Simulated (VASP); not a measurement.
# In3As (P4/mmm) in VASP: single point with PBEsol+D3(BJ)

Aim: the single point of In3As with PBEsol+D3(BJ).

All numbers are computed with VASP 6.6.1; they aren't measurements. Logs are shortened: lines on timing, memory, paths and dates and some standing lists are left out, and cuts for length are marked.

## 1. The cell of the first run

It takes space group P4/mmm (No. 123, tetragonal). Conventional cell: a = 4.502 Å, b = 4.502 Å, c = 4.683 Å, α = 90.00°, β = 90.00°, γ = 90.00°. In (site symmetry mmm) has 8 In at 3.18 to 3.25 Å and 4 As at 3.25 Å within 4.2 Å. Within 4.2 Å of In (site symmetry 4/mmm) lie 4 As at 3.18 Å and 8 In at 3.25 Å. Within 4.2 Å of As (site symmetry 4/mmm) lie 12 In at 3.18 to 3.25 Å.

## 2. Single point, PBEsol+D3(BJ) (strain +0.0400 x Voigt [0, 1, 0, 0, 0, 0])

INCAR

```
SYSTEM = In3As
PREC     = Accurate       ! precision mode
ENCUT    = 520            ! plane-wave cutoff, eV
EDIFF    = 1E-6           ! SCF threshold, eV
ISMEAR   = 0              ! smearing method
SIGMA    = 0.15           ! smearing width, eV
LREAL    = .False.        ! projectors in reciprocal space
LASPH    = .True.         ! aspherical terms in the spheres
NELM     = 60             ! most SCF steps
ALGO     = Fast           ! electronic algorithm
ISIF     = 2              ! what is computed and relaxed
LWAVE    = .False.        ! write WAVECAR
LCHARG   = .False.        ! write CHGCAR
GGA      = PS             ! functional
IVDW     = 12             ! dispersion correction
NBANDS   = 30             ! bands
```

KPOINTS

```
regular mesh
0
Gamma
  10 10 10
  0 0 0
```

POSCAR

```
In3As
1.0
    4.5024438172      0.0000000000      0.0000000000
    0.0000000000      4.6825415699      0.0000000000
    0.0000000000      0.0000000000      4.5024438172
In As
3 1
Direct
    0.0000000000      0.5000000000      0.5000000000
    0.5000000000      0.0000000000      0.5000000000
    0.5000000000      0.5000000000      0.0000000000
    0.0000000000      0.0000000000      0.0000000000
```

Potentials or basis: VASP PAW PBE potentials, release 64 (In_d, As).

Started as:

```
> cat potpaw_PBE.64/In_d/POTCAR potpaw_PBE.64/As/POTCAR > POTCAR
> mpirun -np 1 vasp_std > vasp.out
```

OUTCAR:

```text
SYSTEM = In3As
   PREC = Accurate
   ENCUT = 520
   EDIFF = 1E-6
   ISMEAR = 0
   LREAL = .False.
   LASPH = .True.
   NELM = 60
   ISIF = 2
   GGA = PS
   IVDW = 12
 IVDW          = 12

 ion  position               nearest neighbor table
   1  0.000  0.500  0.500-   3 3.18   3 3.18   3 3.18   3 3.18   4 3.25   2 3.25   4 3.25   4 3.25
                             2 3.25   4 3.25   2 3.25   2 3.25
   2  0.500  0.000  0.500-   4 3.18   4 3.18   4 3.18   4 3.18   3 3.25   1 3.25   3 3.25   3 3.25
                             1 3.25   1 3.25   3 3.25   1 3.25
   3  0.500  0.500  0.000-   1 3.18   1 3.18   1 3.18   1 3.18   2 3.25   2 3.25   4 3.25   2 3.25
                             4 3.25   4 3.25   2 3.25   4 3.25
   4  0.000  0.000  0.000-   2 3.18   2 3.18   2 3.18   2 3.18   1 3.25   1 3.25   3 3.25   1 3.25
                             3 3.25   3 3.25   1 3.25   3 3.25

  LATTYP: Found a simple tetragonal cell.
 ALAT       =     4.5024438172
 C/A-ratio  =     1.0400000000

  Lattice vectors:

 A1 = (  -4.5024438172,   0.0000000000,   0.0000000000)
 A2 = (   0.0000000000,   0.0000000000,   4.5024438172)
 A3 = (   0.0000000000,   4.6825415699,   0.0000000000)

Analysis of symmetry for initial positions (statically):
=====================================================================
 Subroutine PRICEL returns:
 Original cell was already a primitive cell.

 Routine SETGRP: Setting up the symmetry group for a
 simple tetragonal supercell.

 Subroutine GETGRP returns: Found 16 space group operations
 (whereof 16 operations were pure point group operations)
 out of a pool of 16 trial point group operations.

The static configuration has the point symmetry D_4h.

Analysis of symmetry for dynamics (positions and initial velocities):
=====================================================================
 Subroutine PRICEL returns:
 Original cell was already a primitive cell.

 Routine SETGRP: Setting up the symmetry group for a
 simple tetragonal supercell.

 Subroutine GETGRP returns: Found 16 space group operations
 (whereof 16 operations were pure point group operations)
 out of a pool of 16 trial point group operations.

The dynamic configuration has the point symmetry D_4h.

 Subroutine INISYM returns: Found 16 space group operations
 (whereof 16 operations are pure point group operations),
 and found     1 'primitive' translations

----------------------------------------------------------------------------------------

                                     Primitive cell

  volume of cell :      94.9245

  direct lattice vectors                    reciprocal lattice vectors
     4.502443817  0.000000000  0.000000000     0.222101605  0.000000000  0.000000000
     0.000000000  4.682541570  0.000000000     0.000000000  0.213559236  0.000000000
     0.000000000  0.000000000  4.502443817     0.000000000  0.000000000  0.222101605

  length of vectors
     4.502443817  4.682541570  4.502443817     0.222101605  0.213559236  0.222101605

  position of ions in fractional coordinates (direct lattice)
     0.000000000  0.500000000  0.500000000
     0.500000000  0.000000000  0.500000000
     0.500000000  0.500000000  0.000000000
     0.000000000  0.000000000  0.000000000

  ion indices of the primitive-cell ions
   primitive index   ion index
                 1           1
                 2           2
                 3           3
                 4           4

----------------------------------------------------------------------------------------

 KPOINTS: regular mesh

Automatic generation of k-mesh.
 Grid dimensions read from file:
 generate k-points for:   10   10   10

 Generating k-lattice:

  Cartesian coordinates                     Fractional coordinates (reciprocal lattice)
     0.022210161  0.000000000  0.000000000     0.100000000  0.000000000  0.000000000
     0.000000000  0.021355924  0.000000000     0.000000000  0.100000000  0.000000000
     0.000000000  0.000000000  0.022210161     0.000000000  0.000000000  0.100000000

  Length of vectors
     0.022210161  0.021355924  0.022210161

  Shift w.r.t. Gamma in fractional coordinates (k-lattice)
     0.000000000  0.000000000  0.000000000

 Subroutine IBZKPT returns following result:
 ===========================================

 Found    126 irreducible k-points:

 Following reciprocal coordinates:
            Coordinates               Weight
  0.000000  0.000000  0.000000      1.000000
  0.100000  0.000000  0.000000      4.000000
  0.200000  0.000000  0.000000      4.000000
  0.300000  0.000000  0.000000      4.000000
  0.400000  0.000000  0.000000      4.000000
  0.500000  0.000000  0.000000      2.000000
[... 16 lines left out ...]
  0.400000  0.300000  0.000000      8.000000
  0.500000  0.300000  0.000000      4.000000
 [... further k-points ...]
   k-points           NKPTS =    126   k-points in BZ     NKDIM =    126   number of bands    NBANDS=     30
   number of dos      NEDOS =    301   number of ions     NIONS =      4
   total plane-waves  NPLWV =  46656
   dimension x,y,z NGX =    36 NGY =   36 NGZ =   36
   dimension x,y,z NGXF=    72 NGYF=   72 NGZF=   72
   ions per type =               3   1
   NGX,Y,Z   is equivalent  to a cutoff of  13.29, 12.78, 13.29 a.u.
   NGXF,Y,Z  is equivalent  to a cutoff of  26.58, 25.56, 26.58 a.u.
 SYSTEM =  In3As
   PREC   = accura    normal or accurate (medium, high low for compatibility)
   ISTART =      0    job   : 0-new  1-cont  2-samecut
   ICHARG =      2    charge: 1-file 2-atom 10-const
   ISPIN  =      1    spin polarized calculation?
   LNONCOLLINEAR =      F non collinear calculations
   LSORBIT =      F    spin-orbit coupling
   LASPH  =      T    aspherical Exc in radial PAW
   ENCUT  =  520.0 eV  38.22 Ry    6.18 a.u.   8.37  8.71  8.37*2*pi/ulx,y,z
   NELM   =     60;   NELMIN=  2; NELMDL= -5     # of ELM steps
   EDIFF  = 0.1E-05   stopping-criterion for ELM
   LREAL  =      F    real-space projection
   EDIFFG = 0.1E-04   stopping-criterion for IOM
   NSW    =      0    number of steps for IOM
   IBRION =     -1    ionic relax: 0-MD 1-quasi-New 2-CG
   NFREE  =      0    steps in history (QN), initial steepest desc. (CG)
   ISIF   =      2    stress and relaxation
   ISYM   =      2    0-nonsym 1-usesym 2-fastsym
   POTIM  = 0.5000    time-step for ionic-motion
   TEBEG  =    0.0;   TEEND  =   0.0 temperature during run
   PSTRESS=    0.0 pullay stress
   NELECT =      44.0000    total number of electrons
   NUPDOWN=      -1.0000    fix difference up-down
   EMIN   =  10.00;   EMAX   =-10.00  energy-range for DOS
   EFERMI =   0.00;   METHOD = LEGACY
   ISMEAR =     0;   SIGMA  =   0.15  broadening in eV -4-tet -1-fermi 0-gaus
   EFERMI_NEDOS =   21; number of points for ismear=-14 and -15
   IALGO  =     68    algorithm
   IMIX   =      4    mixing-type and parameters
     AMIX     =   0.40;   BMIX     =  1.00
     AMIX_MAG =   1.60;   BMIX_MAG =  1.00
  volume/ion in A,a.u.               =      23.73       160.15
  Fermi-wavevector in a.u.,A,eV,Ry     =   1.266970  2.394226 21.840246  1.605213
  Thomas-Fermi vector in A             =   2.400143
   LORBIT       =      0    0 simple, 1 ext, 2 COOP (PROOUT), +10 PAW based schemes
   GGA     = PS    functional components
   LHFCALC =     F    Hartree Fock is set to
   AEXX    =    0.0000 exact exchange contribution
   IVDW    =    12    specifies the selected vdW correction
   LEPSILON=     F    determine dielectric tensor
   LRPA    =     F    only Hartree local field effects (RPA)
 non-spin polarized calculation
 RMM-DIIS sequential band-by-band and
 Gauss-broadening in eV      SIGMA  =   0.15
  energy-cutoff  :      520.00
  volume of cell :       94.92
 maximum number of plane-waves:      2578
 NGX is ok and might be reduce to    36
   NGX = 17   NGY = 17   NGZ = 17

 number of electron      44.0000017 magnetization

 Free energy of the ion-electron system (eV)
  ---------------------------------------------------
  ext. energy  EPLUGINS =         0.00000000
  ---------------------------------------------------
  free energy    TOTEN  =       -13.76152927 eV

  energy without entropy =      -13.73380193  energy(sigma->0) =      -13.74766560

 E-fermi :   7.3200     XC(G=0): -10.6262

 val. band max:        7.3179722879   @ k =   0.3000   0.2000   0.2000
 cond. band min:       7.3206111597   @ k =   0.2000   0.1000   0.1000
 fundamental gap:      0.0026388718
 Fermi energy:         7.3199816001

 k-point     1 :       0.0000    0.0000    0.0000
  band No.  band energies     occupation
      1      -7.4422      2.00000
      2      -7.4410      2.00000
      3      -7.3987      2.00000
      4      -7.3987      2.00000
      5      -7.2380      2.00000
      6      -7.1983      2.00000
[... 22 lines left out ...]
     29      13.4900      0.00000
     30      14.5812      0.00000

 k-point     2 :       0.1000    0.0000    0.0000
  band No.  band energies     occupation
      1      -7.4279      2.00000
      2      -7.4277      2.00000
      3      -7.3957      2.00000
      4      -7.3863      2.00000
      5      -7.2298      2.00000
      6      -7.1945      2.00000
[... 22 lines left out ...]
     29      13.7997      0.00000
     30      14.6265      0.00000

 k-point     3 :       0.2000    0.0000    0.0000
  band No.  band energies     occupation
      1      -7.3909      2.00000
      2      -7.3876      2.00000
      3      -7.3852      2.00000
      4      -7.3499      2.00000
      5      -7.2110      2.00000
      6      -7.1796      2.00000
[... 22 lines left out ...]
     29      14.3446      0.00000
     30      14.7566      0.00000

 k-point     4 :       0.3000    0.0000    0.0000
  band No.  band energies     occupation
      1      -7.3771      2.00000
      2      -7.3371      2.00000
      3      -7.3179      2.00000
      4      -7.2922      2.00000
      5      -7.1950      2.00000
      6      -7.1466      2.00000
[... 616 lines left out ...]
     29      12.2856      0.00000
     30      12.6143      0.00000

 k-point    23 :       0.4000    0.3000    0.0000
  band No.  band energies     occupation
      1      -7.2830      2.00000
      2      -7.2702      2.00000
      3      -7.2006      2.00000
      4      -7.1964      2.00000
      5      -7.1636      2.00000
      6      -7.1245      2.00000
[... 22 lines left out ...]
     29      11.9871      0.00000
     30      13.2862      0.00000

 k-point    24 :       0.5000    0.3000    0.0000
  band No.  band energies     occupation
      1      -7.2716      2.00000
      2      -7.2379      2.00000
      3      -7.2213      2.00000
      4      -7.1549      2.00000
      5      -7.1338      2.00000
      6      -7.1023      2.00000
[... 22 lines left out ...]
     29      11.7433      0.00000
     30      14.8472      0.00000

 [... further k-points ...]

------------------------ aborting loop because EDIFF is reached ----------------------------------------

 Edisp (eV)   -1.52348

 E8    (eV) :    -1.0757

  FORCE on cell =-STRESS in cart. coord.  units (eV):
  Direction    XX          YY          ZZ          XY          YZ          ZX
  --------------------------------------------------------------------------------------
  -------------------------------------------------------------------------------------
  Total      -1.31753    -1.21705    -1.31753     0.00000     0.00000     0.00000
  in kB     -22.23778   -20.54199   -22.23778     0.00000     0.00000     0.00000
  external pressure =      -21.67 kB  Pullay stress =        0.00 kB

 VOLUME and BASIS-vectors are now :
 -----------------------------------------------------------------------------
  energy-cutoff  :      520.00
  volume of cell :       94.92
      direct lattice vectors                 reciprocal lattice vectors
     4.502443817  0.000000000  0.000000000     0.222101605  0.000000000  0.000000000
     0.000000000  4.682541570  0.000000000     0.000000000  0.213559236  0.000000000
     0.000000000  0.000000000  4.502443817     0.000000000  0.000000000  0.222101605

 POSITION                                       TOTAL-FORCE (eV/Angst)
 -----------------------------------------------------------------------------------
      0.00000      2.34127      2.25122         0.000000      0.000000      0.000000
      2.25122      0.00000      2.25122         0.000000      0.000000      0.000000
      2.25122      2.34127      0.00000         0.000000      0.000000      0.000000
      0.00000      0.00000      0.00000         0.000000      0.000000      0.000000
 -----------------------------------------------------------------------------------
    total drift:                                0.000000      0.000000      0.000000

  FREE ENERGIE OF THE ION-ELECTRON SYSTEM (eV)
  ---------------------------------------------------
  free  energy   TOTEN  =       -15.2850112414 eV

  energy  without entropy=      -15.2572839080  energy(sigma->0) =      -15.27114757
```

It took 5.5 min on 1 thread of Intel Xeon Platinum 8275CL at 3.00GHz (Skylake/Cascade Lake), shared host; peak memory 0.43 GiB.

Results:

```yaml
Free_energy: -15.2850 eV
Pressure: -2.2 GPa
Band_gap_on_the_k_mesh: zero (bands 22 and 23 overlap by 4.40 eV)
Dispersion_energy_per_atom: -0.381 eV
```

Caveat: the cell differs from its parent crystal (strain +0.0400 x Voigt [0, 1, 0, 0, 0, 0]); the PAW data sets were made with another functional, which shifts forces and pressure a little; spin-orbit coupling is left out, which moves the levels of the heavy elements.
